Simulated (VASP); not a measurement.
# AlN (Fm-3m) in VASP: notebook

The runs below take AlN through electric field gradients, with LDA.

Program: VASP 6.6.1. These are calculated values, not measurements. Logs are shortened: lines on timing, memory, paths and dates and some standing lists are left out, and cuts for length are marked.

**1. The cell of the first run**

It takes space group Fm-3m (No. 225, cubic). The conventional cell has a = 3.989 Å, b = 3.989 Å, c = 3.989 Å, α = 90.00°, β = 90.00°, γ = 90.00°. Within 2.6 Å of Al (site symmetry m-3m) lie 6 N at 1.99 Å. N (site symmetry m-3m) has 6 Al at 1.99 Å within 2.6 Å.

**2. Electric field gradients, LDA (volume scaled by 1.025)**

File INCAR:

```
ALGO = Normal ; EDIFF = 1E-8
ENCUT = 520 ; ISIF = 2
ISMEAR = -1 ; LASPH = True
LCHARG = False ; LEFG = True
LREAL = False ; LWAVE = False
NBANDS = 11 ; NELM = 100
PREC = Accurate ; SIGMA = 0.02
```

File KPOINTS:

```
k-points
0
Gamma
  10 10 10
```

File POSCAR:

```
AlN
1.0
    0.0000000000      1.9943478488      1.9943478488
    1.9943478488      0.0000000000      1.9943478488
    1.9943478488      1.9943478488      0.0000000000
Al N
1 1
Direct
    0.0000000000      0.0000000000      0.0000000000
    0.5000000000      0.5000000000      0.5000000000
```

Potentials or basis: VASP PAW LDA potentials, release 64 (Al, N).

Started as:

```sh
cat potpaw_LDA.64/Al/POTCAR potpaw_LDA.64/N/POTCAR > POTCAR
mpirun -np 1 vasp_std > vasp.out
```

OUTCAR:

```text
EDIFF = 1E-8
   ENCUT = 520
   ISIF = 2
   ISMEAR = -1
   LASPH = True
   LREAL = False
   NELM = 100
   PREC = Accurate

 ion  position               nearest neighbor table
   1  0.000  0.000  0.000-   2 1.99   2 1.99   2 1.99   2 1.99   2 1.99   2 1.99
   2  0.500  0.500  0.500-   1 1.99   1 1.99   1 1.99   1 1.99   1 1.99   1 1.99

  LATTYP: Found a face centered cubic cell.
 ALAT       =     3.9886956976

  Lattice vectors:

 A1 = (   0.0000000000,   1.9943478488,   1.9943478488)
 A2 = (   1.9943478488,   0.0000000000,   1.9943478488)
 A3 = (   1.9943478488,   1.9943478488,   0.0000000000)

Analysis of symmetry for initial positions (statically):
=====================================================================
 Subroutine PRICEL returns:
 Original cell was already a primitive cell.

 Routine SETGRP: Setting up the symmetry group for a
 face centered cubic supercell.

 Subroutine GETGRP returns: Found 48 space group operations
 (whereof 48 operations were pure point group operations)
 out of a pool of 48 trial point group operations.

The static configuration has the point symmetry O_h .

Analysis of symmetry for dynamics (positions and initial velocities):
=====================================================================
 Subroutine PRICEL returns:
 Original cell was already a primitive cell.

 Routine SETGRP: Setting up the symmetry group for a
 face centered cubic supercell.

 Subroutine GETGRP returns: Found 48 space group operations
 (whereof 48 operations were pure point group operations)
 out of a pool of 48 trial point group operations.

The dynamic configuration has the point symmetry O_h .

 Subroutine INISYM returns: Found 48 space group operations
 (whereof 48 operations are pure point group operations),
 and found     1 'primitive' translations

----------------------------------------------------------------------------------------

                                     Primitive cell

  volume of cell :      15.8647

  direct lattice vectors                    reciprocal lattice vectors
     0.000000000  1.994347849  1.994347849    -0.250708521  0.250708521  0.250708521
     1.994347849  0.000000000  1.994347849     0.250708521 -0.250708521  0.250708521
     1.994347849  1.994347849  0.000000000     0.250708521  0.250708521 -0.250708521

  length of vectors
     2.820433776  2.820433776  2.820433776     0.434239897  0.434239897  0.434239897

  position of ions in fractional coordinates (direct lattice)
     0.000000000  0.000000000  0.000000000
     0.500000000  0.500000000  0.500000000

  ion indices of the primitive-cell ions
   primitive index   ion index
                 1           1
                 2           2

----------------------------------------------------------------------------------------

 KPOINTS: k-points

Automatic generation of k-mesh.
 Grid dimensions read from file:
 generate k-points for:   10   10   10

 Generating k-lattice:

  Cartesian coordinates                     Fractional coordinates (reciprocal lattice)
    -0.025070852  0.025070852  0.025070852     0.100000000  0.000000000  0.000000000
     0.025070852 -0.025070852  0.025070852     0.000000000  0.100000000  0.000000000
     0.025070852  0.025070852 -0.025070852     0.000000000  0.000000000  0.100000000

  Length of vectors
     0.043423990  0.043423990  0.043423990

  Shift w.r.t. Gamma in fractional coordinates (k-lattice)
     0.000000000  0.000000000  0.000000000

 Subroutine IBZKPT returns following result:
 ===========================================

 Found     47 irreducible k-points:

 Following reciprocal coordinates:
            Coordinates               Weight
  0.000000  0.000000  0.000000      1.000000
  0.100000  0.000000  0.000000      8.000000
  0.200000  0.000000  0.000000      8.000000
  0.300000  0.000000  0.000000      8.000000
  0.400000  0.000000  0.000000      8.000000
  0.500000  0.000000  0.000000      4.000000
[... 16 lines left out ...]
  0.300000  0.300000  0.000000      6.000000
  0.400000  0.300000  0.000000     24.000000
 [... further k-points ...]
   k-points           NKPTS =     47   k-points in BZ     NKDIM =     47   number of bands    NBANDS=     11
   number of dos      NEDOS =    301   number of ions     NIONS =      2
   total plane-waves  NPLWV =  13824
   dimension x,y,z NGX =    24 NGY =   24 NGZ =   24
   dimension x,y,z NGXF=    48 NGYF=   48 NGZF=   48
   ions per type =               1   1
   NGX,Y,Z   is equivalent  to a cutoff of  14.15, 14.15, 14.15 a.u.
   NGXF,Y,Z  is equivalent  to a cutoff of  28.29, 28.29, 28.29 a.u.
 SYSTEM =  unknown system
   PREC   = accura    normal or accurate (medium, high low for compatibility)
   ISTART =      0    job   : 0-new  1-cont  2-samecut
   ICHARG =      2    charge: 1-file 2-atom 10-const
   ISPIN  =      1    spin polarized calculation?
   LNONCOLLINEAR =      F non collinear calculations
   LSORBIT =      F    spin-orbit coupling
   LASPH  =      T    aspherical Exc in radial PAW
   ENCUT  =  520.0 eV  38.22 Ry    6.18 a.u.   5.24  5.24  5.24*2*pi/ulx,y,z
   NELM   =    100;   NELMIN=  2; NELMDL= -5     # of ELM steps
   EDIFF  = 0.1E-07   stopping-criterion for ELM
   LREAL  =      F    real-space projection
   EDIFFG = 0.1E-06   stopping-criterion for IOM
   NSW    =      0    number of steps for IOM
   IBRION =     -1    ionic relax: 0-MD 1-quasi-New 2-CG
   NFREE  =      0    steps in history (QN), initial steepest desc. (CG)
   ISIF   =      2    stress and relaxation
   ISYM   =      2    0-nonsym 1-usesym 2-fastsym
   POTIM  = 0.5000    time-step for ionic-motion
   TEBEG  =    0.0;   TEEND  =   0.0 temperature during run
   PSTRESS=    0.0 pullay stress
   NELECT =       8.0000    total number of electrons
   NUPDOWN=      -1.0000    fix difference up-down
   EMIN   =  10.00;   EMAX   =-10.00  energy-range for DOS
   EFERMI =   0.00;   METHOD = LEGACY
   ISMEAR =    -1;   SIGMA  =   0.02  broadening in eV -4-tet -1-fermi 0-gaus
   EFERMI_NEDOS =   21; number of points for ismear=-14 and -15
   IALGO  =     38    algorithm
   IMIX   =      4    mixing-type and parameters
     AMIX     =   0.40;   BMIX     =  1.00
     AMIX_MAG =   1.60;   BMIX_MAG =  1.00
  volume/ion in A,a.u.               =       7.93        53.53
  Fermi-wavevector in a.u.,A,eV,Ry     =   1.303049  2.462405 23.101814  1.697935
  Thomas-Fermi vector in A             =   2.434076
   LORBIT       =      0    0 simple, 1 ext, 2 COOP (PROOUT), +10 PAW based schemes
   GGA     = CA    functional components
   LHFCALC =     F    Hartree Fock is set to
   AEXX    =    0.0000 exact exchange contribution
   IVDW    =     0    specifies the selected vdW correction
   LEPSILON=     F    determine dielectric tensor
   LRPA    =     F    only Hartree local field effects (RPA)
 non-spin polarized calculation
  energy-cutoff  :      520.00
  volume of cell :       15.86
 maximum number of plane-waves:       444
 NGX is ok and might be reduce to    24
   NGX = 11   NGY = 11   NGZ = 11

 number of electron       7.9999999 magnetization

 Free energy of the ion-electron system (eV)
  ---------------------------------------------------
  ext. energy  EPLUGINS =         0.00000000
  ---------------------------------------------------
  free energy    TOTEN  =       -16.22535802 eV

  energy without entropy =      -16.22535802  energy(sigma->0) =      -16.22535802

 E-fermi :  10.7569     XC(G=0): -12.7660

 val. band max:       10.2505129372   @ k =   0.0000   0.0000   0.0000
 cond. band min:      15.1091067046   @ k =   0.5000   0.5000   0.0000
 fundamental gap:      4.8585937674
 Fermi energy:        10.7568550315

 k-point     1 :       0.0000    0.0000    0.0000
  band No.  band energies     occupation
      1      -7.5352      2.00000
      2      10.2505      2.00000
      3      10.2505      2.00000
      4      10.2505      2.00000
      5      16.6246      0.00000
      6      22.3985      0.00000
      7      22.3985      0.00000
      8      22.3985      0.00000
      9      27.7351      0.00000
     10      28.1808      0.00000
     11      28.1808      0.00000
[... 309 lines left out ...]
 k-point    24 :       0.4000    0.3000    0.0000
  band No.  band energies     occupation
      1      -4.3317      2.00000
      2       4.2568      2.00000
      3       7.3196      2.00000
      4       7.8629      2.00000
      5      16.4903      0.00000
      6      17.2311      0.00000
      7      22.8224      0.00000
      8      26.1482      0.00000
      9      26.9528      0.00000
     10      32.3375      0.00000
     11      35.3296      0.00000

 [... further k-points ...]
[... 5 lines left out ...]
  --------------------------------------------------------------------------------------
  -------------------------------------------------------------------------------------
  Total        0.5432304      0.5432304      0.5432304      0.0000000     -0.0000000      0.0000000
  in kB       54.8607723     54.8607723     54.8607723      0.0000000     -0.0000000      0.0000000
  external PRESSURE =      54.8607723 kB  Pullay stress =       0.0000000 kB

 VOLUME and BASIS-vectors are now :
 -----------------------------------------------------------------------------
  energy-cutoff  :      520.00
  volume of cell :       15.86
      direct lattice vectors                 reciprocal lattice vectors
     0.000000000  1.994347849  1.994347849    -0.250708521  0.250708521  0.250708521
     1.994347849  0.000000000  1.994347849     0.250708521 -0.250708521  0.250708521
     1.994347849  1.994347849  0.000000000     0.250708521  0.250708521 -0.250708521

 POSITION                                       TOTAL-FORCE (eV/Angst)
 -----------------------------------------------------------------------------------
      0.00000      0.00000      0.00000         0.000000     -0.000000      0.000000
      1.99435      1.99435      1.99435        -0.000000      0.000000     -0.000000
 -----------------------------------------------------------------------------------
    total drift:                               -0.000000     -0.000000      0.000000

  FREE ENERGIE OF THE ION-ELECTRON SYSTEM (eV)
  ---------------------------------------------------
  free  energy   TOTEN  =       -16.2253580229 eV

  energy  without entropy=      -16.2253580229  energy(sigma->0) =      -16.22535802

 Electric field gradients (V/A^2)
---------------------------------------------------------------------
 ion       V_xx      V_yy      V_zz      V_xy      V_xz      V_yz
---------------------------------------------------------------------
   1      -0.000    -0.000    -0.000     0.000     0.000     0.000
   2       0.000    -0.000    -0.000     0.000     0.000     0.000
---------------------------------------------------------------------

 Electric field gradients after diagonalization (V/A^2)
 (convention: |V_zz| > |V_xx| > |V_yy|)
----------------------------------------------------------------------
 ion       V_xx      V_yy      V_zz     asymmetry (V_yy - V_xx)/ V_zz
----------------------------------------------------------------------
   1      -0.000    -0.000     0.000       0.000
   2      -0.000    -0.000     0.001       0.000
----------------------------------------------------------------------

           NMR quadrupolar parameters

 Cq : quadrupolar parameter    Cq=e*Q*V_zz/h
 eta: asymmetry parameters     (V_yy - V_xx)/ V_zz
 Q  : nuclear electric quadrupole moment in mb (millibarn)
----------------------------------------------------------------------
 ion       Cq(MHz)       eta       Q (mb)
----------------------------------------------------------------------
   1       0.000       0.000       1.000
   2       0.000       0.000       1.000
----------------------------------------------------------------------
```

Run time: 2.9 s. Hardware: 1 thread of Intel Xeon 6975P-C (Granite Rapids), shared host; peak memory 0.12 GiB.

What came out:

- Free energy: -16.2254 eV
- Pressure: 5.5 GPa
- Band gap on the k mesh: 4.86 eV, indirect (least direct gap 6.37 eV)

Caveat: without QUAD_EFG the Cq values of the log hold for a quadrupole moment of 1 mb, not for the nuclei.

(Continued in part 2 of 3.)
